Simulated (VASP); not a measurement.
# NiO (Fm-3m) in VASP: notebook

NiO is run at these levels: PBE, revPBE, RPBE, BLYP; tasks: single point.

Everything below comes from runs of VASP 6.6.1. Logs are shortened: lines on timing, memory, paths and dates and some standing lists are left out, and cuts for length are marked.

**Measured values to compare with.**

From “Local correlations, non-local screening, multiplets, and band formation in NiO”, 2012, arxiv:1210.6675, for a bulk crystal of NiO: band gap 4.3 eV.

The runs below are set against these values where they give the same quantity.

## Step 1: The cell of the first run

The structure is cubic, space group Fm-3m (No. 225). Conventional cell: a = 4.217 Å, b = 4.217 Å, c = 4.217 Å, α = 90.00°, β = 90.00°, γ = 90.00°. Ni (site symmetry m-3m) has 6 O at 2.11 Å within 2.8 Å. O (site symmetry m-3m) has 6 Ni at 2.11 Å within 2.8 Å.

## Step 2: Single point, PBE, collinear spin, ferromagnetic start

Contents of INCAR:

```
SYSTEM = NiO
PREC = Accurate ; ENCUT = 520
EDIFF = 1E-7 ; ISMEAR = -1
SIGMA = 0.05 ; LREAL = .FALSE.
LASPH = .TRUE. ; NELM = 150
ALGO = Normal ; ISIF = 2
LWAVE = .FALSE. ; LCHARG = .TRUE.
ISPIN = 2 ; MAGMOM = 1 0
LORBIT = 11 ; LMAXMIX = 4
GGA = PE ; LELF = .TRUE.
LVHAR = .TRUE. ; NBANDS = 19
```

Contents of KPOINTS:

```
regular mesh
0
G
  11 11 11
  0 0 0
```

Contents of POSCAR:

```
NiO
1.0
    0.0000000000      2.1084587823      2.1084587823
    2.1084587823      0.0000000000      2.1084587823
    2.1084587823      2.1084587823      0.0000000000
Ni O
1 1
Direct
    0.0000000000      0.0000000000      0.0000000000
    0.5000000000      0.5000000000      0.5000000000
```

Potentials or basis: VASP PAW PBE potentials, release 64 (Ni, O).

Command:

```bash
$ cat potpaw_PBE.64/Ni/POTCAR potpaw_PBE.64/O/POTCAR > POTCAR
$ mpirun -np 1 vasp_std > vasp.out
```

OUTCAR:

```text
SYSTEM = NiO
   PREC = Accurate
   ENCUT = 520
   EDIFF = 1E-7
   ISMEAR = -1
   LREAL = .FALSE.
   LASPH = .TRUE.
   NELM = 150
   ISIF = 2
   ISPIN = 2
   LORBIT = 11
   GGA = PE

 ion  position               nearest neighbor table
   1  0.000  0.000  0.000-   2 2.11   2 2.11   2 2.11   2 2.11   2 2.11   2 2.11
   2  0.500  0.500  0.500-   1 2.11   1 2.11   1 2.11   1 2.11   1 2.11   1 2.11

  LATTYP: Found a face centered cubic cell.
 ALAT       =     4.2169175646

  Lattice vectors:

 A1 = (   0.0000000000,   2.1084587823,   2.1084587823)
 A2 = (   2.1084587823,   0.0000000000,   2.1084587823)
 A3 = (   2.1084587823,   2.1084587823,   0.0000000000)

Analysis of symmetry for initial positions (statically):
=====================================================================
 Subroutine PRICEL returns:
 Original cell was already a primitive cell.

 Routine SETGRP: Setting up the symmetry group for a
 face centered cubic supercell.

 Subroutine GETGRP returns: Found 48 space group operations
 (whereof 48 operations were pure point group operations)
 out of a pool of 48 trial point group operations.

The static configuration has the point symmetry O_h .

Analysis of symmetry for dynamics (positions and initial velocities):
=====================================================================
 Subroutine PRICEL returns:
 Original cell was already a primitive cell.

 Routine SETGRP: Setting up the symmetry group for a
 face centered cubic supercell.

 Subroutine GETGRP returns: Found 48 space group operations
 (whereof 48 operations were pure point group operations)
 out of a pool of 48 trial point group operations.

The dynamic configuration has the point symmetry O_h .

Analysis of structural, dynamic, and magnetic symmetry:
=====================================================================
 Subroutine PRICEL returns:
 Original cell was already a primitive cell.

 Routine SETGRP: Setting up the symmetry group for a
 face centered cubic supercell.

 Subroutine GETGRP returns: Found 48 space group operations
 (whereof 48 operations were pure point group operations)
 out of a pool of 48 trial point group operations.

The overall configuration has the point symmetry O_h .

 Subroutine INISYM returns: Found 48 space group operations
 (whereof 48 operations are pure point group operations),
 and found     1 'primitive' translations

----------------------------------------------------------------------------------------

                                     Primitive cell

  volume of cell :      18.7467

  direct lattice vectors                    reciprocal lattice vectors
     0.000000000  2.108458782  2.108458782    -0.237140040  0.237140040  0.237140040
     2.108458782  0.000000000  2.108458782     0.237140040 -0.237140040  0.237140040
     2.108458782  2.108458782  0.000000000     0.237140040  0.237140040 -0.237140040

  length of vectors
     2.981811006  2.981811006  2.981811006     0.410738598  0.410738598  0.410738598

  position of ions in fractional coordinates (direct lattice)
     0.000000000  0.000000000  0.000000000
     0.500000000  0.500000000  0.500000000

  ion indices of the primitive-cell ions
   primitive index   ion index
                 1           1
                 2           2

----------------------------------------------------------------------------------------

 KPOINTS: regular mesh

Automatic generation of k-mesh.
 Grid dimensions read from file:
 generate k-points for:   11   11   11

 Generating k-lattice:

  Cartesian coordinates                     Fractional coordinates (reciprocal lattice)
    -0.021558185  0.021558185  0.021558185     0.090909091  0.000000000  0.000000000
     0.021558185 -0.021558185  0.021558185     0.000000000  0.090909091  0.000000000
     0.021558185  0.021558185 -0.021558185     0.000000000  0.000000000  0.090909091

  Length of vectors
     0.037339873  0.037339873  0.037339873

  Shift w.r.t. Gamma in fractional coordinates (k-lattice)
     0.000000000  0.000000000  0.000000000

 Subroutine IBZKPT returns following result:
 ===========================================

 Found     56 irreducible k-points:

 Following reciprocal coordinates:
            Coordinates               Weight
  0.000000  0.000000  0.000000      1.000000
  0.090909  0.000000  0.000000      8.000000
  0.181818  0.000000  0.000000      8.000000
  0.272727  0.000000  0.000000      8.000000
  0.363636  0.000000  0.000000      8.000000
  0.454545  0.000000  0.000000      8.000000
[... 16 lines left out ...]
 -0.272727  0.181818  0.000000     24.000000
 -0.181818  0.181818  0.000000     12.000000
 [... further k-points ...]
   k-points           NKPTS =     56   k-points in BZ     NKDIM =     56   number of bands    NBANDS=     19
   number of dos      NEDOS =    301   number of ions     NIONS =      2
   total plane-waves  NPLWV =  13824
   dimension x,y,z NGX =    24 NGY =   24 NGZ =   24
   dimension x,y,z NGXF=    48 NGYF=   48 NGZF=   48
   ions per type =               1   1
   NGX,Y,Z   is equivalent  to a cutoff of  13.38, 13.38, 13.38 a.u.
   NGXF,Y,Z  is equivalent  to a cutoff of  26.76, 26.76, 26.76 a.u.
 SYSTEM =  NiO
   PREC   = accura    normal or accurate (medium, high low for compatibility)
   ISTART =      0    job   : 0-new  1-cont  2-samecut
   ICHARG =      2    charge: 1-file 2-atom 10-const
   ISPIN  =      2    spin polarized calculation?
   LNONCOLLINEAR =      F non collinear calculations
   LSORBIT =      F    spin-orbit coupling
   LASPH  =      T    aspherical Exc in radial PAW
   ENCUT  =  520.0 eV  38.22 Ry    6.18 a.u.   5.54  5.54  5.54*2*pi/ulx,y,z
   NELM   =    150;   NELMIN=  2; NELMDL= -5     # of ELM steps
   EDIFF  = 0.1E-06   stopping-criterion for ELM
   LREAL  =      F    real-space projection
   EDIFFG = 0.1E-05   stopping-criterion for IOM
   NSW    =      0    number of steps for IOM
   IBRION =     -1    ionic relax: 0-MD 1-quasi-New 2-CG
   NFREE  =      0    steps in history (QN), initial steepest desc. (CG)
   ISIF   =      2    stress and relaxation
   ISYM   =      2    0-nonsym 1-usesym 2-fastsym
   POTIM  = 0.5000    time-step for ionic-motion
   TEBEG  =    0.0;   TEEND  =   0.0 temperature during run
   PSTRESS=    0.0 pullay stress
   NELECT =      16.0000    total number of electrons
   NUPDOWN=      -1.0000    fix difference up-down
   EMIN   =  10.00;   EMAX   =-10.00  energy-range for DOS
   EFERMI =   0.00;   METHOD = LEGACY
   ISMEAR =    -1;   SIGMA  =   0.05  broadening in eV -4-tet -1-fermi 0-gaus
   EFERMI_NEDOS =   21; number of points for ismear=-14 and -15
   IALGO  =     38    algorithm
   IMIX   =      4    mixing-type and parameters
     AMIX     =   0.40;   BMIX     =  1.00
     AMIX_MAG =   1.60;   BMIX_MAG =  1.00
  volume/ion in A,a.u.               =       9.37        63.25
  Fermi-wavevector in a.u.,A,eV,Ry     =   1.552886  2.934530 32.809857  2.411456
  Thomas-Fermi vector in A             =   2.657197
   LORBIT       =     11    0 simple, 1 ext, 2 COOP (PROOUT), +10 PAW based schemes
   GGA     = PE    functional components
   LHFCALC =     F    Hartree Fock is set to
   AEXX    =    0.0000 exact exchange contribution
   IVDW    =     0    specifies the selected vdW correction
   LEPSILON=     F    determine dielectric tensor
   LRPA    =     F    only Hartree local field effects (RPA)
 spin polarized calculation
  energy-cutoff  :      520.00
  volume of cell :       18.75
 maximum number of plane-waves:       531
 NGX is ok and might be reduce to    24
   NGX = 11   NGY = 11   NGZ = 11

 number of electron      16.0000014 magnetization       1.7786042

 Free energy of the ion-electron system (eV)
  ---------------------------------------------------
  ext. energy  EPLUGINS =         0.00000000
  ---------------------------------------------------
  free energy    TOTEN  =       -11.48304859 eV

  energy without entropy =      -11.47341528  energy(sigma->0) =      -11.47823194

 E-fermi :   7.4517     XC(G=0): -12.5111

 val. band max:        7.4504911000   @ k =   0.0909   0.0909   0.0000
 cond. band min:       7.4757400389   @ k =  -0.2727   0.2727   0.0000
 fundamental gap:      0.0252489389
 Fermi energy:         7.4517330148

 spin component 1

 k-point     1 :       0.0000    0.0000    0.0000
  band No.  band energies     occupation
      1     -12.6109      1.00000
      2       4.3579      1.00000
      3       4.3579      1.00000
      4       4.6121      1.00000
      5       4.6121      1.00000
      6       4.6121      1.00000
[... 11 lines left out ...]
     18      33.0364      0.00000
     19      33.0364      0.00000

 k-point     2 :       0.0909    0.0000    0.0000
  band No.  band energies     occupation
      1     -12.5221      1.00000
      2       3.6880      1.00000
      3       3.6880      1.00000
      4       3.7860      1.00000
      5       4.8556      1.00000
      6       4.8557      1.00000
[... 11 lines left out ...]
     18      34.3264      0.00000
     19      34.3264      0.00000

 k-point     3 :       0.1818    0.0000    0.0000
  band No.  band energies     occupation
      1     -12.2739      1.00000
      2       2.4887      1.00000
      3       2.9762      1.00000
      4       2.9762      1.00000
      5       5.0073      1.00000
      6       5.0073      1.00000
[... 11 lines left out ...]
     18      36.5950      0.00000
     19      36.5950      0.00000

 k-point     4 :       0.2727    0.0000    0.0000
  band No.  band energies     occupation
      1     -11.9236      1.00000
      2       1.2045      1.00000
      3       2.3956      1.00000
      4       2.3956      1.00000
      5       5.2041      1.00000
      6       5.2041      1.00000
[... 407 lines left out ...]
     18      37.6375      0.00000
     19      38.3779      0.00000

 k-point    23 :      -0.2727    0.1818    0.0000
  band No.  band energies     occupation
      1     -11.5365      1.00000
      2       0.4981      1.00000
      3       1.9064      1.00000
      4       2.2844      1.00000
      5       5.1088      1.00000
      6       5.3349      1.00000
[... 11 lines left out ...]
     18      37.8631      0.00000
     19      39.0967      0.00000

 k-point    24 :      -0.1818    0.1818    0.0000
  band No.  band energies     occupation
      1     -11.8318      1.00000
      2       1.0783      1.00000
      3       2.1476      1.00000
      4       2.8354      1.00000
      5       4.9295      1.00000
      6       5.1852      1.00000
[... 11 lines left out ...]
     18      37.9222      0.00000
     19      39.0487      0.00000

 [... further k-points ...]

 spin component 2

 k-point     1 :       0.0000    0.0000    0.0000
  band No.  band energies     occupation
      1     -12.1638      1.00000
      2       5.1265      1.00000
      3       5.1265      1.00000
      4       5.1265      1.00000
      5       5.6968      1.00000
      6       5.6970      1.00000
[... 11 lines left out ...]
     18      33.6359      0.00000
     19      33.6361      0.00000

 k-point     2 :       0.0909    0.0000    0.0000
  band No.  band energies     occupation
      1     -12.0723      1.00000
      2       4.3132      1.00000
      3       4.7376      1.00000
      4       4.7377      1.00000
      5       5.8186      1.00000
      6       5.8188      1.00000
[... 11 lines left out ...]
     18      34.9133      0.00000
     19      34.9134      0.00000

 k-point     3 :       0.1818    0.0000    0.0000
  band No.  band energies     occupation
      1     -11.8160      1.00000
      2       2.9619      1.00000
      3       4.1022      1.00000
      4       4.1023      1.00000
      5       6.0027      1.00000
      6       6.0029      1.00000
[... 11 lines left out ...]
     18      37.1852      0.00000
     19      37.1854      0.00000

 k-point     4 :       0.2727    0.0000    0.0000
  band No.  band energies     occupation
      1     -11.4535      1.00000
      2       1.6340      1.00000
      3       3.5347      1.00000
      4       3.5349      1.00000
      5       6.2146      1.00000
      6       6.2148      1.00000
[... 407 lines left out ...]
     18      37.9907      0.00000
     19      38.8577      0.00000

 k-point    23 :      -0.2727    0.1818    0.0000
  band No.  band energies     occupation
      1     -11.0467      1.00000
      2       1.0028      1.00000
      3       2.8736      1.00000
      4       3.1047      1.00000
      5       6.2107      1.00000
      6       6.6334      1.00000
[... 11 lines left out ...]
     18      38.2829      0.00000
     19      39.6426      0.00000

 k-point    24 :      -0.1818    0.1818    0.0000
  band No.  band energies     occupation
      1     -11.3562      1.00000
      2       1.6482      1.00000
      3       3.3510      1.00000
      4       3.3789      1.00000
      5       6.0356      1.00000
      6       6.5616      1.00000
[... 11 lines left out ...]
     18      38.3347      0.00000
     19      39.2355      0.00000

 [... further k-points ...]
[... 5 lines left out ...]
  --------------------------------------------------------------------------------------
  -------------------------------------------------------------------------------------
  Total       -0.0462965     -0.0462965     -0.0462965      0.0000000      0.0000000      0.0000000
  in kB       -3.9567065     -3.9567065     -3.9567065      0.0000000      0.0000000      0.0000000
  external PRESSURE =      -3.9567065 kB  Pullay stress =       0.0000000 kB

 VOLUME and BASIS-vectors are now :
 -----------------------------------------------------------------------------
  energy-cutoff  :      520.00
  volume of cell :       18.75
      direct lattice vectors                 reciprocal lattice vectors
     0.000000000  2.108458782  2.108458782    -0.237140040  0.237140040  0.237140040
     2.108458782  0.000000000  2.108458782     0.237140040 -0.237140040  0.237140040
     2.108458782  2.108458782  0.000000000     0.237140040  0.237140040 -0.237140040

 POSITION                                       TOTAL-FORCE (eV/Angst)
 -----------------------------------------------------------------------------------
      0.00000      0.00000      0.00000         0.000000      0.000000      0.000000
      2.10846      2.10846      2.10846        -0.000000     -0.000000     -0.000000
 -----------------------------------------------------------------------------------
    total drift:                                0.000000     -0.000000     -0.000000

  FREE ENERGIE OF THE ION-ELECTRON SYSTEM (eV)
  ---------------------------------------------------
  free  energy   TOTEN  =       -11.4830485895 eV

  energy  without entropy=      -11.4734152833  energy(sigma->0) =      -11.47823194

 total charge

# of ion       s       p       d       tot
------------------------------------------
    1        0.323   0.383   8.226   8.932
    2        1.556   3.410   0.000   4.966
--------------------------------------------------
tot          1.880   3.793   8.226  13.898

 magnetization (x)

# of ion       s       p       d       tot
------------------------------------------
    1        0.011   0.015   1.435   1.461
    2        0.027   0.245   0.000   0.273
--------------------------------------------------
tot          0.038   0.260   1.435   1.734
```

It took 2 min on 1 thread of AMD EPYC 7R13, shared host; peak memory 0.14 GiB.

Results:

* Free energy: -11.4830 eV
* Pressure: -0.4 GPa
* Net moment: 1.78 μB per cell
* Site moments: Ni +1.46; O +0.27 μB
* Valence electrons inside the program's atomic spheres: Ni 8.93; O 4.97

Caveat: a cell with one magnetic atom can't hold antiferromagnetic order, which such compounds often take; semilocal functionals often make such compounds metallic where correlation or magnetic order opens a gap, which also shifts bond lengths.

## Step 3: Single point, revPBE, collinear spin, ferromagnetic start

This run uses another cell than the first one, of 9.66 Å³/atom, 1.030 times its volume.

Contents of INCAR:

```
SYSTEM = NiO
PREC = Accurate
ENCUT = 520
EDIFF = 1E-7
ISMEAR = -1
SIGMA = 0.05
LREAL = .False.
LASPH = .True.
NELM = 150
ALGO = Normal
ISIF = 2
LWAVE = .False.
LCHARG = .False.
ISPIN = 2
MAGMOM = 1 0
LORBIT = 11
LMAXMIX = 4
GGA = RE
NBANDS = 19
```

Contents of KPOINTS:

```
Automatic mesh
0
Gamma
  11 11 11
  0 0 0
```

Contents of POSCAR:

```
NiO
1.0
    0.0000000000      2.1293711017      2.1293711017
    2.1293711017      0.0000000000      2.1293711017
    2.1293711017      2.1293711017      0.0000000000
Ni O
1 1
Direct
    0.0000000000      0.0000000000      0.0000000000
    0.5000000000      0.5000000000      0.5000000000
```

Potentials or basis: VASP PAW PBE potentials, release 64 (Ni, O).

Command:

```bash
$ cat potpaw_PBE.64/Ni/POTCAR potpaw_PBE.64/O/POTCAR > POTCAR
$ mpirun -np 1 vasp_std > vasp.out
```

Wall time 2.3 min (1 thread of AMD EPYC 7R13, shared host); peak memory 0.14 GiB.

The run converged. Its results:

```yaml
Free_energy: -10.7582 eV
Pressure: -0.2 GPa
Net_moment: 1.89 μB per cell
Site_moments: Ni +1.54; O +0.30 μB
Valence_electrons_inside_the_program's_atomic_spheres: Ni 8.87; O 4.97
```

Levels at points of the mesh, in eV from the Fermi level:
Spin up:
| k point | band 6 | band 7 | band 8 | band 9 | band 10 | band 11 | band 12 | band 13 |
| --- | --- | --- | --- | --- | --- | --- | --- | --- |
| (0.00, 0.00, 0.00) | -2.69 | -2.59 | -2.59 | -2.59 | 1.30 | 17.76 | 18.55 | 18.55 |
Spin down:
```tsv
k point	band 3	band 4	band 5	band 6	band 7	band 8	band 9	band 10	band 11	band 12
(0.00, 0.00, 0.00)	-2.13	-2.13	-1.72	-1.72	-1.72	-0.37	-0.37	1.66	17.65	18.74
```

Caveat: the PAW data sets were made with another functional, which shifts forces and pressure a little; a cell with one magnetic atom can't hold antiferromagnetic order, which such compounds often take; semilocal functionals often make such compounds metallic where correlation or magnetic order opens a gap, which also shifts bond lengths.

## Step 4: Single point, RPBE, collinear spin, ferromagnetic start

This run uses another cell than the first one, of 9.76 Å³/atom, 1.041 times its volume.

Contents of INCAR:

```
SYSTEM = NiO
ALGO     = Normal         ! electronic algorithm
EDIFF    = 1E-6           ! SCF threshold, eV
ENCUT    = 520            ! plane-wave cutoff, eV
GGA      = RP             ! functional
ISIF     = 2              ! what is computed and relaxed
ISMEAR   = -1             ! smearing method
ISPIN    = 2              ! spin polarisation
LASPH    = .True.         ! aspherical terms in the spheres
LCHARG   = .False.        ! write CHGCAR
LMAXMIX  = 4              ! l up to which the mixer works
LORBIT   = 11             ! projections on sites
LREAL    = .False.        ! projectors in reciprocal space
LWAVE    = .False.        ! write WAVECAR
MAGMOM   = 1 0            ! initial moments
NBANDS   = 19             ! bands
NELM     = 150            ! most SCF steps
PREC     = Accurate       ! precision mode
SIGMA    = 0.05           ! smearing width, eV
```

Contents of KPOINTS:

```
k-points
0
Gamma
  11 11 11
  0 0 0
```

Contents of POSCAR:

```
NiO
1.0
    0.0000000000      2.1370618238      2.1370618238
    2.1370618238      0.0000000000      2.1370618238
    2.1370618238      2.1370618238      0.0000000000
Ni O
1 1
Direct
    0.0000000000      0.0000000000      0.0000000000
    0.5000000000      0.5000000000      0.5000000000
```

Command:

```bash
$ cat potpaw_PBE.64/Ni/POTCAR potpaw_PBE.64/O/POTCAR > POTCAR
$ mpirun -np 1 vasp_std > vasp.out
```

It took 2.1 min on 1 thread of AMD EPYC 7R13, shared host; peak memory 0.14 GiB.

It converged, with:

- Free energy: -10.6325 eV
- Pressure: -0.2 GPa
- Net moment: 1.92 μB per cell
- Site moments: Ni +1.56; O +0.30 μB
- Valence electrons inside the program's atomic spheres: Ni 8.84; O 4.97

Levels at points of the mesh, in eV from the Fermi level:
Spin up:
```tsv
k point	band 6	band 7	band 8	band 9	band 10	band 11	band 12	band 13
(0.00, 0.00, 0.00)	-2.64	-2.59	-2.59	-2.59	1.27	17.75	18.48	18.48
```
Spin down:
```tsv
k point	band 4	band 5	band 6	band 7	band 8	band 9	band 10	band 11
(0.00, 0.00, 0.00)	-2.06	-1.71	-1.71	-1.71	-0.32	-0.32	1.63	17.63
```

Caveat: the PAW data sets were made with another functional, which shifts forces and pressure a little; a cell with one magnetic atom can't hold antiferromagnetic order, which such compounds often take; semilocal functionals often make such compounds metallic where correlation or magnetic order opens a gap, which also shifts bond lengths.

[end of part 1 of 2]
